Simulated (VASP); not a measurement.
Write the native input for VASP 6.6.1 that does the following.

| Property | Result |
| --- | --- |
| Task | single point |
| Functional | PBE |
| Potentials or basis | VASP PAW PBE potentials, release 64 (W_sv) |
| Cutoff | 520 eV |
| k mesh | 18 × 18 × 18 |
| Occupations | fermi-dirac, width 0.05 eV |
| Spin | no spin polarisation |
| Dipole correction | no |
| Further INCAR settings | ALGO = Normal; EDIFF = 1e-06; NBANDS = 13 |

The structure of W lies in POSCAR:

```
W
1.0
    2.6268689644      0.0000000000      0.0000000000
    0.0000000000      2.6268689644      0.0000000000
    0.0000000000      0.0000000000      2.6268689644
W
1
Direct
    0.0000000000      0.0000000000      0.0000000000
```

This isn't the form of W at room conditions, which is bcc.

The input as run:

INCAR

```
  PREC = Accurate
  ENCUT = 520
  EDIFF = 1E-6
  ISMEAR = -1
  SIGMA = 0.05
  LREAL = F
  LASPH = T
  NELM = 60
  ALGO = Normal
  ISIF = 2
  LWAVE = F
  LCHARG = F
  GGA = PE
  NBANDS = 13
```

KPOINTS

```
Automatic mesh
0
Gamma
  18 18 18
```

Potentials or basis: VASP PAW PBE potentials, release 64 (W_sv).

Command:

```console
$ cat potpaw_PBE.64/W_sv/POTCAR > POTCAR
$ mpirun -np 1 vasp_std > vasp.out
```

It gave:

```json
{
 "Pressure": "3.9 GPa",
 "Band gap on the k mesh": "zero (bands 7 and 8 overlap by 2.86 eV)"
}
```

Caveat: the cell stands under pressure; spin-orbit coupling is left out, which moves the levels of the heavy elements.

Wall time 16 s on 1 thread of AMD EPYC 9R45 96-Core Processor (Zen 5) (shared host), peak memory 0.13 GiB.
